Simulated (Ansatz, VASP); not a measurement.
SiF: VASP beside Ansatz

```
Si F
1.0
     1.33868    0.77289    3.89659
    -1.33868    0.77289    3.89659
     0.00000   -1.54577    3.89659
Si F
1 1
Direct
  0.50000 0.50000 0.50000
  0.00000 0.00000 0.00000
```

Alike in both runs: functional PBE; k mesh 6 × 6 × 6; occupations gaussian, width 0.1 eV; no spin polarisation.

Ansatz relaxed the structure, and its values are those at the end. VASP's run is a single point on that final structure, the one shown.

|  | VASP | Ansatz |
| --- | --- | --- |
| version | VASP 6.6.1 | Ansatz 0.2.0 |
| potentials or method | VASP PAW PBE potentials, release 64 (Si, F), cutoff 520 eV | scalar-relativistic, plane waves, PAW |
| valence electrons in the cell | 11 | 11 |

```csv
,VASP,Ansatz,Ansatz less VASP
gap on the k mesh at the Fermi level (eV),none,none,-
pressure (GPa),-0.1,0.1,+0.23
```

A gap of «none» marks a metal or a gap that the smearing closes.

The k mesh is coarse, so the values compare programs but aren't converged.
